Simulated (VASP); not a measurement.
# WC (Fm-3m) in VASP: further runs

WC is run at these levels: PBEsol+D4, PBE; tasks: single point.

Program: VASP 6.6.1. These are calculated values, not measurements. Logs are shortened: lines on timing, memory, paths and dates and some standing lists are left out, and cuts for length are marked.

### Step 1. The cell of the first run

Symmetry: Fm-3m, No. 225, cubic system. Conventional cell: a = 4.330 Å, b = 4.330 Å, c = 4.330 Å, α = 90.00°, β = 90.00°, γ = 90.00°. W (site symmetry m-3m) has 6 C at 2.16 Å within 2.9 Å. Within 2.9 Å of C (site symmetry m-3m) lie 6 W at 2.16 Å.

### Step 2. Single point, PBEsol+D4

The input, INCAR:

```
SYSTEM = WC
ALGO = Normal
EDIFF = 1E-6
ENCUT = 520
GGA = PS
ISIF = 2
ISMEAR = -1
IVDW = 13
LASPH = .True.
LCHARG = .False.
LREAL = .False.
LWAVE = .False.
NBANDS = 16
NELM = 100
PREC = Accurate
SIGMA = 0.05
```

The input, KPOINTS:

```
k-points
0
Gamma
  10 10 10
  0 0 0
```

The input, POSCAR:

```
WC
1.0
    0.0000000000      2.1648775159      2.1648775159
    2.1648775159      0.0000000000      2.1648775159
    2.1648775159      2.1648775159      0.0000000000
W C
1 1
Direct
    0.0000000000      0.0000000000      0.0000000000
    0.5000000000      0.5000000000      0.5000000000
```

Potentials or basis: VASP PAW PBE potentials, release 64 (W_sv, C).

The run is started by

```bash
cat potpaw_PBE.64/W_sv/POTCAR potpaw_PBE.64/C/POTCAR > POTCAR
mpirun -np 1 vasp_std > vasp.out
```

OUTCAR:

```text
SYSTEM = WC
   EDIFF = 1E-6
   ENCUT = 520
   GGA = PS
   ISIF = 2
   ISMEAR = -1
   IVDW = 13
   LASPH = .True.
   LREAL = .False.
   NELM = 100
   PREC = Accurate

 ion  position               nearest neighbor table
   1  0.000  0.000  0.000-   2 2.16   2 2.16   2 2.16   2 2.16   2 2.16   2 2.16
   2  0.500  0.500  0.500-   1 2.16   1 2.16   1 2.16   1 2.16   1 2.16   1 2.16

  LATTYP: Found a face centered cubic cell.
 ALAT       =     4.3297550318

  Lattice vectors:

 A1 = (   0.0000000000,   2.1648775159,   2.1648775159)
 A2 = (   2.1648775159,   0.0000000000,   2.1648775159)
 A3 = (   2.1648775159,   2.1648775159,   0.0000000000)

Analysis of symmetry for initial positions (statically):
=====================================================================
 Subroutine PRICEL returns:
 Original cell was already a primitive cell.

 Routine SETGRP: Setting up the symmetry group for a
 face centered cubic supercell.

 Subroutine GETGRP returns: Found 48 space group operations
 (whereof 48 operations were pure point group operations)
 out of a pool of 48 trial point group operations.

The static configuration has the point symmetry O_h .

Analysis of symmetry for dynamics (positions and initial velocities):
=====================================================================
 Subroutine PRICEL returns:
 Original cell was already a primitive cell.

 Routine SETGRP: Setting up the symmetry group for a
 face centered cubic supercell.

 Subroutine GETGRP returns: Found 48 space group operations
 (whereof 48 operations were pure point group operations)
 out of a pool of 48 trial point group operations.

The dynamic configuration has the point symmetry O_h .

 Subroutine INISYM returns: Found 48 space group operations
 (whereof 48 operations are pure point group operations),
 and found     1 'primitive' translations

----------------------------------------------------------------------------------------

                                     Primitive cell

  volume of cell :      20.2922

  direct lattice vectors                    reciprocal lattice vectors
     0.000000000  2.164877516  2.164877516    -0.230959949  0.230959949  0.230959949
     2.164877516  0.000000000  2.164877516     0.230959949 -0.230959949  0.230959949
     2.164877516  2.164877516  0.000000000     0.230959949  0.230959949 -0.230959949

  length of vectors
     3.061599144  3.061599144  3.061599144     0.400034366  0.400034366  0.400034366

  position of ions in fractional coordinates (direct lattice)
     0.000000000  0.000000000  0.000000000
     0.500000000  0.500000000  0.500000000

  ion indices of the primitive-cell ions
   primitive index   ion index
                 1           1
                 2           2

----------------------------------------------------------------------------------------

 KPOINTS: k-points

Automatic generation of k-mesh.
 Grid dimensions read from file:
 generate k-points for:   10   10   10

 Generating k-lattice:

  Cartesian coordinates                     Fractional coordinates (reciprocal lattice)
    -0.023095995  0.023095995  0.023095995     0.100000000  0.000000000  0.000000000
     0.023095995 -0.023095995  0.023095995     0.000000000  0.100000000  0.000000000
     0.023095995  0.023095995 -0.023095995     0.000000000  0.000000000  0.100000000

  Length of vectors
     0.040003437  0.040003437  0.040003437

  Shift w.r.t. Gamma in fractional coordinates (k-lattice)
     0.000000000  0.000000000  0.000000000

 Subroutine IBZKPT returns following result:
 ===========================================

 Found     47 irreducible k-points:

 Following reciprocal coordinates:
            Coordinates               Weight
  0.000000  0.000000  0.000000      1.000000
  0.100000  0.000000  0.000000      8.000000
  0.200000  0.000000  0.000000      8.000000
  0.300000  0.000000  0.000000      8.000000
  0.400000  0.000000  0.000000      8.000000
  0.500000  0.000000  0.000000      4.000000
[... 16 lines left out ...]
  0.300000  0.300000  0.000000      6.000000
  0.400000  0.300000  0.000000     24.000000
 [... further k-points ...]
   k-points           NKPTS =     47   k-points in BZ     NKDIM =     47   number of bands    NBANDS=     16
   number of dos      NEDOS =    301   number of ions     NIONS =      2
   total plane-waves  NPLWV =  13824
   dimension x,y,z NGX =    24 NGY =   24 NGZ =   24
   dimension x,y,z NGXF=    48 NGYF=   48 NGZF=   48
   ions per type =               1   1
   NGX,Y,Z   is equivalent  to a cutoff of  13.03, 13.03, 13.03 a.u.
   NGXF,Y,Z  is equivalent  to a cutoff of  26.06, 26.06, 26.06 a.u.
 SYSTEM =  WC
   PREC   = accura    normal or accurate (medium, high low for compatibility)
   ISTART =      0    job   : 0-new  1-cont  2-samecut
   ICHARG =      2    charge: 1-file 2-atom 10-const
   ISPIN  =      1    spin polarized calculation?
   LNONCOLLINEAR =      F non collinear calculations
   LSORBIT =      F    spin-orbit coupling
   LASPH  =      T    aspherical Exc in radial PAW
   ENCUT  =  520.0 eV  38.22 Ry    6.18 a.u.   5.69  5.69  5.69*2*pi/ulx,y,z
   NELM   =    100;   NELMIN=  2; NELMDL= -5     # of ELM steps
   EDIFF  = 0.1E-05   stopping-criterion for ELM
   LREAL  =      F    real-space projection
   EDIFFG = 0.1E-04   stopping-criterion for IOM
   NSW    =      0    number of steps for IOM
   IBRION =     -1    ionic relax: 0-MD 1-quasi-New 2-CG
   NFREE  =      0    steps in history (QN), initial steepest desc. (CG)
   ISIF   =      2    stress and relaxation
   ISYM   =      2    0-nonsym 1-usesym 2-fastsym
   POTIM  = 0.5000    time-step for ionic-motion
   TEBEG  =    0.0;   TEEND  =   0.0 temperature during run
   PSTRESS=    0.0 pullay stress
   NELECT =      18.0000    total number of electrons
   NUPDOWN=      -1.0000    fix difference up-down
   EMIN   =  10.00;   EMAX   =-10.00  energy-range for DOS
   EFERMI =   0.00;   METHOD = LEGACY
   ISMEAR =    -1;   SIGMA  =   0.05  broadening in eV -4-tet -1-fermi 0-gaus
   EFERMI_NEDOS =   21; number of points for ismear=-14 and -15
   IALGO  =     38    algorithm
   IMIX   =      4    mixing-type and parameters
     AMIX     =   0.40;   BMIX     =  1.00
     AMIX_MAG =   1.60;   BMIX_MAG =  1.00
  volume/ion in A,a.u.               =      10.15        68.47
  Fermi-wavevector in a.u.,A,eV,Ry     =   1.572977  2.972495 33.664300  2.474256
  Thomas-Fermi vector in A             =   2.674330
   LORBIT       =      0    0 simple, 1 ext, 2 COOP (PROOUT), +10 PAW based schemes
   GGA     = PS    functional components
   LHFCALC =     F    Hartree Fock is set to
   AEXX    =    0.0000 exact exchange contribution
   IVDW    =    13    specifies the selected vdW correction
   LEPSILON=     F    determine dielectric tensor
   LRPA    =     F    only Hartree local field effects (RPA)
 non-spin polarized calculation
  energy-cutoff  :      520.00
  volume of cell :       20.29
 maximum number of plane-waves:       568
   NGX = 11   NGY = 11   NGZ = 11

 number of electron      17.9999999 magnetization

 Free energy of the ion-electron system (eV)
  ---------------------------------------------------
  ext. energy  EPLUGINS =         0.00000000
  ---------------------------------------------------
  free energy    TOTEN  =       -23.01042351 eV

  energy without entropy =      -23.00426169  energy(sigma->0) =      -23.00734260

 E-fermi :  12.8993     XC(G=0): -14.0551

 val. band max:       12.8031964501   @ k =   0.3000   0.2000   0.1000
 cond. band min:      12.9282364898   @ k =  -0.1000   0.1000   0.0000
 fundamental gap:      0.1250400397
 Fermi energy:        12.8993108621

 k-point     1 :       0.0000    0.0000    0.0000
  band No.  band energies     occupation
      1     -62.4975      2.00000
      2     -26.4912      2.00000
      3     -26.4912      2.00000
      4     -26.4912      2.00000
      5      -3.2749      2.00000
      6       9.9382      2.00000
[... 8 lines left out ...]
     15      22.4258      0.00000
     16      36.7895      0.00000

 k-point     2 :       0.1000    0.0000    0.0000
  band No.  band energies     occupation
      1     -62.4933      2.00000
      2     -26.5596      2.00000
      3     -26.4984      2.00000
      4     -26.4984      2.00000
      5      -2.9794      2.00000
      6       9.0093      2.00000
[... 8 lines left out ...]
     15      23.1138      0.00000
     16      34.0900      0.00000

 k-point     3 :       0.2000    0.0000    0.0000
  band No.  band energies     occupation
      1     -62.4821      2.00000
      2     -26.7354      2.00000
      3     -26.5172      2.00000
      4     -26.5172      2.00000
      5      -2.1471      2.00000
      6       7.3200      2.00000
[... 8 lines left out ...]
     15      24.6723      0.00000
     16      31.0569      0.00000

 k-point     4 :       0.3000    0.0000    0.0000
  band No.  band energies     occupation
      1     -62.4682      2.00000
      2     -26.9459      2.00000
      3     -26.5402      2.00000
      4     -26.5402      2.00000
      5      -0.9212      2.00000
      6       5.5533      2.00000
[... 8 lines left out ...]
     15      25.7389      0.00000
     16      28.7206      0.00000
[... 324 lines left out ...]
 k-point    22 :      -0.2000    0.2000    0.0000
  band No.  band energies     occupation
      1     -62.4633      2.00000
      2     -26.9084      2.00000
      3     -26.6759      2.00000
      4     -26.5334      2.00000
      5      -0.6534      2.00000
      6       5.2800      2.00000
[... 8 lines left out ...]
     15      25.8727      0.00000
     16      26.6686      0.00000

 k-point    23 :       0.3000    0.3000    0.0000
  band No.  band energies     occupation
      1     -62.4583      2.00000
      2     -26.9049      2.00000
      3     -26.6502      2.00000
      4     -26.6502      2.00000
      5      -1.0487      2.00000
      6       5.4178      2.00000
[... 8 lines left out ...]
     15      25.7907      0.00000
     16      28.6210      0.00000

 k-point    24 :       0.4000    0.3000    0.0000
  band No.  band energies     occupation
      1     -62.4493      2.00000
      2     -26.9929      2.00000
      3     -26.6968      2.00000
      4     -26.6759      2.00000
      5      -0.7353      2.00000
      6       5.5737      2.00000
[... 8 lines left out ...]
     15      24.8891      0.00000
     16      28.6410      0.00000

 [... further k-points ...]

------------------------ aborting loop because EDIFF is reached ----------------------------------------

  DFT-D4 for vdW energy calculation

  Edisp (eV):   -0.57828

  FORCE on cell =-STRESS in cart. coord.  units (eV):
  Direction    XX          YY          ZZ          XY          YZ          ZX
  --------------------------------------------------------------------------------------
  -------------------------------------------------------------------------------------
  Total       0.14838     0.14838     0.14838    -0.00000    -0.00000     0.00000
  in kB      11.71519    11.71519    11.71519    -0.00000    -0.00000     0.00000
  external pressure =       11.72 kB  Pullay stress =        0.00 kB

 VOLUME and BASIS-vectors are now :
 -----------------------------------------------------------------------------
  energy-cutoff  :      520.00
  volume of cell :       20.29
      direct lattice vectors                 reciprocal lattice vectors
     0.000000000  2.164877516  2.164877516    -0.230959949  0.230959949  0.230959949
     2.164877516  0.000000000  2.164877516     0.230959949 -0.230959949  0.230959949
     2.164877516  2.164877516  0.000000000     0.230959949  0.230959949 -0.230959949

 POSITION                                       TOTAL-FORCE (eV/Angst)
 -----------------------------------------------------------------------------------
      0.00000      0.00000      0.00000         0.000000      0.000000      0.000000
      2.16488      2.16488      2.16488        -0.000000      0.000000     -0.000000
 -----------------------------------------------------------------------------------
    total drift:                                0.000000     -0.000000     -0.000000

  FREE ENERGIE OF THE ION-ELECTRON SYSTEM (eV)
  ---------------------------------------------------
  free  energy   TOTEN  =       -23.5887018661 eV

  energy  without entropy=      -23.5825400443  energy(sigma->0) =      -23.58562096
```

It took 8.7 s on 1 thread of Intel Xeon Platinum 8559C (Emerald Rapids), shared host; peak memory 0.14 GiB.

What came out:

* Free energy: -23.5887 eV
* Pressure: 1.2 GPa
* Band gap on the k mesh: zero (band 9 reaches 13.98 eV, above the bottom of band 10 at 10.60 eV)
* Dispersion energy per atom: -0.289 eV

Levels at points of the mesh, in eV from the Fermi level:
```
           k point  band 7  band 8  band 9  band 10  band 11  band 12
(0.00, 0.00, 0.00)   -2.96   -2.96   -1.16    -1.16    -1.16    -1.06
(0.50, 0.00, 0.00)   -6.91   -6.91    1.08     1.08     2.44     4.90
(0.50, 0.50, 0.00)   -5.73   -2.60   -2.60     0.87     2.39     2.39
```

Caveat: the PAW data sets were made with another functional, which shifts forces and pressure a little; spin-orbit coupling is left out, which moves the levels of the heavy elements; pairwise dispersion overbinds metals, which lowers pressure and volume.

(Part 1 of 2 ends here.)
